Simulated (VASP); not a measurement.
# GaN (Pmc2_1) in VASP: a series of runs

GaN is run at these levels: LDA; tasks: single point.

All numbers are computed with VASP 6.6.1; they aren't measurements. Logs are shortened: lines on timing, memory, paths and dates and some standing lists are left out, and cuts for length are marked.

## Step 1: The cell of the first run

The structure is orthorhombic, space group Pmc2_1 (No. 26). Conventional cell: a = 3.152 Å, b = 5.459 Å, c = 5.138 Å, α = 90.00°, β = 90.00°, γ = 90.00°. Ga (site symmetry m) has 4 N at 1.89 to 1.99 Å within 2.5 Å. Within 2.5 Å of Ga (site symmetry m) lie 4 N at 1.86 to 1.96 Å. Within 2.6 Å of N (site symmetry m) lie 4 Ga at 1.96 to 1.99 Å. N (site symmetry m) has 4 Ga at 1.86 to 1.90 Å within 2.5 Å.

## Step 2: Single point, LDA (mode 11 frozen in at -0.076 Å and mode 13 at +0.000 Å (largest displacements))

INCAR

```
PREC     = Accurate       # precision mode
ENCUT    = 520            # plane-wave cutoff, eV
EDIFF    = 1E-7           # SCF threshold, eV
ISMEAR   = 0              # smearing method
SIGMA    = 0.05           # smearing width, eV
LREAL    = F              # projectors in reciprocal space
LASPH    = T              # aspherical terms in the spheres
NELM     = 80             # most SCF steps
ALGO     = Normal         # electronic algorithm
ISIF     = 2              # what is computed and relaxed
LWAVE    = F              # write WAVECAR
LCHARG   = F              # write CHGCAR
NBANDS   = 46             # bands
```

KPOINTS

```
regular mesh
0
Gamma
  8 6 6
```

POSCAR

```
GaN
1.0
   -3.1515767111      0.0000000000      0.0000000000
    0.0000000000      0.0000000000     -5.1382481593
    0.0000000000     -5.4586909876      0.0000000000
Ga N
4 4
Direct
    0.5000000000      0.0058635916      0.1797138999
    0.0000000000     -0.0044610858      0.6536194335
    0.0000000000      0.4955389142      0.3463805665
    0.5000000000      0.5058635916      0.8202861001
    0.5000000000      0.6219031693      0.1685542842
    0.0000000000      0.6266943249      0.6647790492
    0.0000000000      0.1266943249      0.3352209508
    0.5000000000      0.1219031693      0.8314457158
```

Potentials or basis: VASP PAW LDA potentials, release 64 (Ga_d, N).

On the command line:

```console
$ cat potpaw_LDA.64/Ga_d/POTCAR potpaw_LDA.64/N/POTCAR > POTCAR
$ mpirun -np 1 vasp_std > vasp.out
```

OUTCAR:

```text
PREC = Accurate
   ENCUT = 520
   EDIFF = 1E-7
   ISMEAR = 0
   LREAL = F
   LASPH = T
   NELM = 80
   ISIF = 2

 ion  position               nearest neighbor table
   1  0.500  0.006  0.180-   7 1.89   7 1.89   5 1.97   8 1.99
   2  0.000  0.996  0.654-   7 1.86   6 1.90   8 1.96   8 1.96
   3  0.000  0.496  0.346-   6 1.86   7 1.90   5 1.96   5 1.96
   4  0.500  0.506  0.820-   6 1.89   6 1.89   8 1.97   5 1.99
   5  0.500  0.622  0.169-   3 1.96   3 1.96   1 1.97   4 1.99
   6  0.000  0.627  0.665-   3 1.86   4 1.89   4 1.89   2 1.90
   7  0.000  0.127  0.335-   2 1.86   1 1.89   1 1.89   3 1.90
   8  0.500  0.122  0.831-   2 1.96   2 1.96   4 1.97   1 1.99

  LATTYP: Found a simple orthorhombic cell.
 ALAT       =     3.1515767111
 B/A-ratio  =     1.6303738193
 C/A-ratio  =     1.7320508076

  Lattice vectors:

 A1 = (  -3.1515767111,   0.0000000000,   0.0000000000)
 A2 = (   0.0000000000,   0.0000000000,  -5.1382481593)
 A3 = (   0.0000000000,  -5.4586909876,   0.0000000000)

Analysis of symmetry for initial positions (statically):
=====================================================================
 Subroutine PRICEL returns:
 Original cell was already a primitive cell.

 Routine SETGRP: Setting up the symmetry group for a
 simple orthorhombic supercell.

 Subroutine GETGRP returns: Found  4 space group operations
 (whereof  2 operations were pure point group operations)
 out of a pool of  8 trial point group operations.

The static configuration has the point symmetry C_1h.
 The point group associated with its full space group is C_2v.

Analysis of symmetry for dynamics (positions and initial velocities):
=====================================================================
 Subroutine PRICEL returns:
 Original cell was already a primitive cell.

 Routine SETGRP: Setting up the symmetry group for a
 simple orthorhombic supercell.

 Subroutine GETGRP returns: Found  4 space group operations
 (whereof  2 operations were pure point group operations)
 out of a pool of  8 trial point group operations.

The dynamic configuration has the point symmetry C_1h.
 The point group associated with its full space group is C_2v.

 Subroutine INISYM returns: Found  4 space group operations
 (whereof  2 operations are pure point group operations),
 and found     1 'primitive' translations

----------------------------------------------------------------------------------------

                                     Primitive cell

  volume of cell :      88.3958

  direct lattice vectors                    reciprocal lattice vectors
    -3.151576711  0.000000000  0.000000000    -0.317301494  0.000000000  0.000000000
     0.000000000  0.000000000 -5.138248159     0.000000000  0.000000000 -0.194618860
     0.000000000 -5.458690988  0.000000000     0.000000000 -0.183194103  0.000000000

  length of vectors
     3.151576711  5.138248159  5.458690988     0.317301494  0.194618860  0.183194103

  position of ions in fractional coordinates (direct lattice)
     0.500000000  0.005863592  0.179713900
     0.000000000  0.995538914  0.653619433
     0.000000000  0.495538914  0.346380567
     0.500000000  0.505863592  0.820286100
     0.500000000  0.621903169  0.168554284
     0.000000000  0.626694325  0.664779049
     0.000000000  0.126694325  0.335220951
     0.500000000  0.121903169  0.831445716

  ion indices of the primitive-cell ions
   primitive index   ion index
                 1           1
                 2           2
                 3           3
                 4           4
                 5           5
                 6           6
                 7           7
                 8           8

----------------------------------------------------------------------------------------

 KPOINTS: regular mesh

Automatic generation of k-mesh.
 Grid dimensions read from file:
 generate k-points for:    8    6    6

 Generating k-lattice:

  Cartesian coordinates                     Fractional coordinates (reciprocal lattice)
[... 53 lines left out ...]
 fundamental gap:      2.0378944215
 Fermi energy:         5.7468160033

 k-point     1 :       0.0000    0.0000    0.0000
  band No.  band energies     occupation
      1     -10.9169      2.00000
      2     -10.1885      2.00000
      3      -9.4158      2.00000
      4      -9.3515      2.00000
      5      -8.1947      2.00000
      6      -8.1919      2.00000
[... 38 lines left out ...]
     45      15.3344      0.00000
     46      15.6476      0.00000

 k-point     2 :       0.1250    0.0000    0.0000
  band No.  band energies     occupation
      1     -10.8092      2.00000
      2     -10.1505      2.00000
      3      -9.4010      2.00000
      4      -9.3261      2.00000
      5      -8.1776      2.00000
      6      -8.1772      2.00000
[... 38 lines left out ...]
     45      15.3267      0.00000
     46      15.6211      0.00000

 k-point     3 :       0.2500    0.0000    0.0000
  band No.  band energies     occupation
      1     -10.5499      2.00000
      2     -10.0664      2.00000
      3      -9.3621      2.00000
      4      -9.2752      2.00000
      5      -8.1796      2.00000
      6      -8.1332      2.00000
[... 38 lines left out ...]
     45      15.1157      0.00000
     46      15.4096      0.00000

 k-point     4 :       0.3750    0.0000    0.0000
  band No.  band energies     occupation
      1     -10.3070      2.00000
      2      -9.9940      2.00000
      3      -9.3174      2.00000
      4      -9.2393      2.00000
      5      -8.1760      2.00000
      6      -8.1252      2.00000
[... 920 lines left out ...]
     45      15.2199      0.00000
     46      15.8202      0.00000

 k-point    23 :       0.2500    0.0000    0.1667
  band No.  band energies     occupation
      1     -10.5182      2.00000
      2     -10.0714      2.00000
      3      -9.3661      2.00000
      4      -9.2721      2.00000
      5      -8.1742      2.00000
      6      -8.1323      2.00000
[... 38 lines left out ...]
     45      15.0178      0.00000
     46      15.5341      0.00000

 k-point    24 :       0.3750    0.0000    0.1667
  band No.  band energies     occupation
      1     -10.2985      2.00000
      2      -9.9945      2.00000
      3      -9.3250      2.00000
      4      -9.2371      2.00000
      5      -8.1674      2.00000
      6      -8.1178      2.00000
[... 38 lines left out ...]
     45      15.0581      0.00000
     46      15.3261      0.00000

 [... further k-points ...]

------------------------ aborting loop because EDIFF is reached ----------------------------------------

  FORCE on cell =-STRESS in cart. coord.  units (eV):
  Direction    XX          YY          ZZ          XY          YZ          ZX
  --------------------------------------------------------------------------------------
  -------------------------------------------------------------------------------------
  Total        1.1763537      1.2204686      1.0636873      0.0000000      0.0000000      0.0000000
  in kB       21.3214642     22.1210494     19.2793806      0.0000000      0.0000000      0.0000000
  external PRESSURE =      20.9072981 kB  Pullay stress =       0.0000000 kB

 VOLUME and BASIS-vectors are now :
 -----------------------------------------------------------------------------
  energy-cutoff  :      520.00
  volume of cell :       88.40
      direct lattice vectors                 reciprocal lattice vectors
    -3.151576711  0.000000000  0.000000000    -0.317301494  0.000000000  0.000000000
     0.000000000  0.000000000 -5.138248159     0.000000000  0.000000000 -0.194618860
     0.000000000 -5.458690988  0.000000000     0.000000000 -0.183194103  0.000000000

 POSITION                                       TOTAL-FORCE (eV/Angst)
 -----------------------------------------------------------------------------------
     -1.57579     -0.98100     -0.03013         0.000000      1.792038      0.727650
      0.00000     -3.56791     -5.11533         0.000000     -1.955852     -0.642950
      0.00000     -1.89078     -2.54620         0.000000      1.955852     -0.642950
     -1.57579     -4.47769     -2.59925         0.000000     -1.792038      0.727650
     -1.57579     -0.92009     -3.19549         0.000000     -0.053856     -0.095980
      0.00000     -3.62882     -3.22011         0.000000     -0.196267      0.011280
      0.00000     -1.82987     -0.65099         0.000000      0.196267      0.011280
     -1.57579     -4.53861     -0.62637         0.000000      0.053856     -0.095980
 -----------------------------------------------------------------------------------
    total drift:                               -0.000000      0.000001     -0.000540

  FREE ENERGIE OF THE ION-ELECTRON SYSTEM (eV)
  ---------------------------------------------------
  free  energy   TOTEN  =       -55.5129417287 eV

  energy  without entropy=      -55.5129417287  energy(sigma->0) =      -55.51294173
```

Run time: 4.8 min. Hardware: 1 thread of Intel Xeon Platinum 8259CL at 2.50GHz (Skylake/Cascade Lake), shared host; peak memory 0.33 GiB.

What came out:

```yaml
Free_energy: -55.5129 eV
Pressure: 2.1 GPa
Largest_force: 2.059 eV/Å
Band_gap_on_the_k_mesh: 2.04 eV, direct
```

Forces in eV/Å, atoms in the order of the input:
```
Ga   0.000  1.792  0.728
Ga   0.000 -1.956 -0.643
Ga   0.000  1.956 -0.643
Ga   0.000 -1.792  0.728
N    0.000 -0.054 -0.096
N    0.000 -0.196  0.011
N    0.000  0.196  0.011
N    0.000  0.054 -0.096
```

Stress tensor (GPa, compression positive):
```
2.13 0.00 0.00
0.00 2.21 0.00
0.00 0.00 1.93
```

Levels at points of the mesh, in eV from the valence-band top:
| k point | band 32 | band 33 | band 34 | band 35 | band 36 | band 37 | band 38 | band 39 | band 40 | band 41 |
| --- | --- | --- | --- | --- | --- | --- | --- | --- | --- | --- |
| (0.00, 0.00, 0.00) | -1.13 | -0.69 | -0.11 | -0.05 | 0.00 | 2.04 | 4.27 | 4.94 | 5.57 | 5.92 |
| (0.50, 0.00, 0.00) | -3.92 | -2.40 | -2.29 | -2.18 | -1.79 | 5.12 | 5.95 | 6.53 | 6.87 | 7.55 |
| (0.00, 0.50, 0.00) | -2.03 | -0.60 | -0.60 | -0.50 | -0.50 | 4.14 | 4.14 | 4.50 | 4.50 | 7.72 |
| (0.50, 0.50, 0.00) | -3.54 | -2.09 | -2.09 | -1.51 | -1.51 | 5.53 | 5.53 | 6.03 | 6.03 | 7.83 |
| (0.00, 0.00, 0.50) | -2.09 | -0.92 | -0.71 | -0.63 | -0.34 | 4.12 | 4.53 | 5.86 | 6.00 | 7.05 |
| (0.50, 0.00, 0.50) | -2.77 | -2.55 | -2.23 | -1.22 | -0.97 | 4.54 | 5.29 | 5.30 | 5.68 | 5.77 |
| (0.00, 0.50, 0.50) | -2.00 | -1.91 | -1.91 | -0.96 | -0.96 | 4.92 | 4.92 | 5.49 | 5.49 | 7.47 |
| (0.50, 0.50, 0.50) | -2.11 | -2.02 | -2.02 | -1.68 | -1.68 | 3.95 | 3.95 | 4.65 | 4.65 | 7.51 |

Caveat: the cell differs from its parent crystal (mode 11 frozen in at -0.076 Å and mode 13 at +0.000 Å (largest displacements)); forces of over 1 eV/Å act on the atoms, so gaps and moduli don't describe the material at rest.

(Continued in part 2 of 2.)
